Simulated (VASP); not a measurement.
Input of a VASP 6.6.1 run:

The input POSCAR:

```
CuI
1.0
    3.7331680000     -3.7110860000      0.0000000000
    3.7331680000      3.7110860000      0.0000000000
    0.0000000000      0.0000000000      4.3285329900
Cu I
2 2
Direct
    0.4204390000      0.5795610000      0.7500000000
    0.5795610000      0.4204390000      0.2500000000
    0.7700430000      0.2299570000      0.7500000000
    0.2299570000      0.7700430000      0.2500000000
```

The input INCAR.step1:

```
ALGO = Normal ; EDIFF = 1E-4
ENCUT = 520 ; GGA = PE
ISMEAR = 0 ; LASPH = T
LCHARG = F ; LREAL = F
LWAVE = T ; NBANDS = 26
NELM = 80 ; PREC = Accurate
SIGMA = 0.05
```

Contents of INCAR.step2:

```
ALGO = Normal ; EDIFF = 1E-7
ENCUT = 520 ; ISIF = 2
ISMEAR = 0 ; ISTART = 1
LASPH = T ; LCHARG = F
LMIXTAU = T ; LREAL = F
LWAVE = F ; METAGGA = R2SCAN
NBANDS = 26 ; NELM = 80
PREC = Accurate ; SIGMA = 0.05
```

The input KPOINTS:

```
k-points
0
Gamma
  4 4 6
```

Potentials or basis: VASP PAW PBE potentials, release 64 (Cu, I).

Command:

```console
$ cat potpaw_PBE.64/Cu/POTCAR potpaw_PBE.64/I/POTCAR > POTCAR
$ cp INCAR.step1 INCAR
$ mpirun -np 1 vasp_std > vasp.out
$ cp INCAR.step2 INCAR
$ mpirun -np 1 vasp_std > vasp.out
```

**Question.** Estimate the largest force.

**Answer.** 0.054 eV/Å.

**Question.** What does it give for the pressure?

**Answer.** -0.2 GPa.

Stress tensor (GPa, compression positive):
```
 0.04  0.00  0.00
 0.00 -0.14  0.00
 0.00  0.00 -0.50
```

Caveat: the PAW data sets were made with another functional, which shifts forces and pressure a little.
